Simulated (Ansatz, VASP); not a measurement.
## One calculation of SiO2, two programs

File POSCAR:

```
SiO2
1.0
    0.0000000000      2.2641691115      2.2641691115
    2.3522452899      0.0000000000      2.2641691115
    2.3522452899      2.2641691115      0.0000000000
Si O
1 2
Direct
    0.0000000000      0.0000000000      0.0000000000
    0.2500000000      0.2500000000      0.2500000000
    0.7500000000      0.7500000000      0.7500000000
```

INCAR.step1

```
PREC     = Accurate       # precision mode
ENCUT    = 520            # plane-wave cutoff, eV
ISMEAR   = 0              # smearing method
SIGMA    = 0.01           # smearing width, eV
LREAL    = False          # projectors in reciprocal space
LASPH    = True           # aspherical terms in the spheres
NELM     = 60             # most SCF steps
NBANDS   = 15             # bands
GGA      = PE             # functional
ALGO     = Normal         # electronic algorithm
EDIFF    = 1E-4           # SCF threshold, eV
LWAVE    = True           # write WAVECAR
LCHARG   = False          # write CHGCAR
```

The input INCAR.step2:

```
PREC     = Accurate       # precision mode
ENCUT    = 520            # plane-wave cutoff, eV
EDIFF    = 1E-6           # SCF threshold, eV
ISMEAR   = 0              # smearing method
SIGMA    = 0.01           # smearing width, eV
LREAL    = False          # projectors in reciprocal space
LASPH    = True           # aspherical terms in the spheres
NELM     = 60             # most SCF steps
ALGO     = Normal         # electronic algorithm
ISIF     = 2              # what is computed and relaxed
LWAVE    = False          # write WAVECAR
LCHARG   = False          # write CHGCAR
METAGGA  = R2SCAN         # meta-GGA
LMIXTAU  = True         
NBANDS   = 15             # bands
ISTART   = 1
```

File KPOINTS:

```
Automatic mesh
0
Gamma
  10 10 10
```

Input for Ansatz:

```yaml
crystal:
  lattice:
    - [0.0, 2.2641691115, 2.2641691115]
    - [2.3522452899, 0.0, 2.2641691115]
    - [2.3522452899, 2.2641691115, 0.0]
  atoms:
    - { symbol: Si, position: [0.0, 0.0, 0.0] }
    - { symbol: O, position: [0.25, 0.25, 0.25] }
    - { symbol: O, position: [0.75, 0.75, 0.75] }
kpoints:
  mp_grid: { grid: [10, 10, 10] }
  band_path:
    path:
      - [0.0, 0.0, 0.0]
      - [0.5, 0.0, 0.5]
      - [0.625, 0.25, 0.625]
      - [0.375, 0.375, 0.75]
      - [0.5, 0.5, 0.5]
      - [0.5, 0.25, 0.75]
    npoints: 1
hamiltonian:
  xc: r2scan
scf:
  occupations: { method: fixed }
  n_extra_bands: 4
output:
  forces: true
  stress: true
  eigenvalues: true
```

Change from the starting cell: uniaxial_x strain +3.9%.

Alike in both runs: task single point; functional r2SCAN; k mesh 10 × 10 × 10; no spin polarisation.

|  | VASP | Ansatz |
| --- | --- | --- |
| version | VASP 6.6.1 | Ansatz 0.2.0 |
| potentials or method | VASP PAW PBE potentials, release 64 (Si, O) | plane waves, PAW |
| plane-wave cutoff (eV) | 520 | 500 |
| occupations | gaussian, width 0.01 eV | fixed |
| valence electrons in the cell | 16 | 16 |

|  | VASP | Ansatz | Ansatz less VASP |
| --- | --- | --- | --- |
| gap on the k mesh at the Fermi level (eV) | 2.11 | 2.12 | +0.011 |
| pressure (GPa) | -9.8 | -10.3 | -0.49 |
| traceless stress, the component that is largest in VASP (GPa) | -26.49 | -26.52 | -0.025 |

VASP's potentials were made for PBE, not for r2SCAN.
